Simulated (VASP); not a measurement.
## BAs (hm.bA): single point with PBE

The system is BAs (hm.bA).

```
B As
1.0
     0.00000    2.40454    2.40454
     2.40454    0.00000    2.40454
     2.40454    2.40454    0.00000
B As
1 1
Direct
  0.00000 0.00000 0.00000
  0.25000 0.25000 0.25000
```

```
Program             : VASP 6.6.1
Task                : single point
Functional          : PBE
Potentials or basis : VASP PAW PBE potentials, release 64 (B, As)
Cutoff              : 500 eV
k mesh              : 10 × 10 × 10
Occupations         : gaussian, width 0.02 eV
Spin                : no spin polarisation
```

The pressure is 0.6 GPa. The band gap on the k mesh is 1.20 eV, indirect (least direct gap 3.25 eV).

Levels at points of the mesh, in eV from the valence-band top:
```tsv
k point	band 1	band 2	band 3	band 4	band 5	band 6	band 7	band 8
(0.00, 0.00, 0.00)	-15.22	0.00	0.00	0.00	3.25	3.25	3.25	4.43
(0.50, 0.00, 0.00)	-12.42	-8.64	-1.79	-1.79	2.58	4.76	4.76	8.82
(0.50, 0.50, 0.00)	-11.13	-8.42	-4.00	-4.00	1.45	1.46	11.18	11.18
```

Wall time 14 s on 1 thread of Intel(R) Xeon(R) Platinum 8488C (Sapphire Rapids) (shared host), peak memory 0.16 GiB.

A k mesh can miss the band edges. A hybrid or GW would open this gap; PBE tends to underestimate it.
